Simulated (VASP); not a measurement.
A run of VASP 6.6.1 is set up as follows.

INCAR

```
PREC = Accurate
ENCUT = 520
EDIFF = 1E-7
ISMEAR = 0
SIGMA = 0.02
LREAL = False
LASPH = True
NELM = 80
ALGO = Normal
ISIF = 2
LWAVE = False
LCHARG = False
GGA = PE
NBANDS = 41
```

The input KPOINTS:

```
regular mesh
0
Gamma
  6 6 6
```

Contents of POSCAR:

```
BeZn3Te4
1.0
   -3.0254044858      3.0254044858      6.0382646226
    3.0254044858     -3.0254044858      6.0382646226
    3.0254044858      3.0254044858     -6.0382646226
Be Zn Te
1 3 4
Direct
    0.0000000000      0.0000000000      0.0000000000
    0.2500000000      0.7500000000      0.5000000000
    0.7500000000      0.2500000000      0.5000000000
    0.5000000000      0.5000000000      0.0000000000
    0.6456360808      0.6456360808      0.5295052589
    0.1161308219      0.1161308219      0.4704947411
    0.8838691781      0.3543639192      0.0000000000
    0.3543639192      0.8838691781      0.0000000000
```

Potentials or basis: VASP PAW PBE potentials, release 64 (Be, Zn, Te).

Launch:

```bash
$ cat potpaw_PBE.64/Be/POTCAR potpaw_PBE.64/Zn/POTCAR potpaw_PBE.64/Te/POTCAR > POTCAR
$ mpirun -np 1 vasp_std > vasp.out
```

Task: Predict the band gap on the k mesh.

Result: 1.61 eV, direct.

Task: Estimate the pressure.

Result: 0.1 GPa.

Caveat: spin-orbit coupling is left out, which moves the levels of the heavy elements. A k mesh can miss the band edges.
